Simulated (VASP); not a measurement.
The system is C.

```
C
1.0
     0.00000    1.78037    1.78037
     1.78037    0.00000    1.78037
     1.78037    1.78037    0.00000
C
2
Direct
  0.00000 0.00000 0.00000
  0.25000 0.25000 0.25000
```

Base run:

```yaml
Program: VASP 6.6.1
Functional: PBE
Potentials_or_basis: VASP PAW PBE potentials, release 64 (C)
Cutoff: 600 eV
k_mesh: 14 × 14 × 14
Occupations: fermi-dirac, width 0.03 eV
Spin: no spin polarisation
```

Its results: band gap on the k mesh 4.14 eV, indirect (least direct gap 5.60 eV); pressure 4.0 GPa.

Task: After a change of settings the same cell gave: band gap on the k mesh 4.14 eV, indirect (least direct gap 5.60 eV); pressure 4.7 GPa. Which change was it?
A. functional from PBE to r2SCAN; cutoff from 600 eV to 520 eV; further incar settings from ALGO = Normal; EDIFF = 1e-06; NBANDS = 11 to ALGO = Normal; EDIFF = 1e-08; NBANDS = 11
B. functional from PBE to PBEsol; cutoff from 600 eV to 520 eV; further incar settings from ALGO = Normal; EDIFF = 1e-06; NBANDS = 11 to ALGO = Normal; EDIFF = 1e-08; NBANDS = 11
C. cutoff from 600 eV to 520 eV; further incar settings from ALGO = Normal; EDIFF = 1e-06; NBANDS = 11 to ALGO = Normal; EDIFF = 1e-08; NBANDS = 11
D. functional from PBE to LDA; potentials or basis from VASP PAW PBE potentials, release 64 (C) to VASP PAW LDA potentials, release 64 (C); cutoff from 600 eV to 520 eV

Result: C.
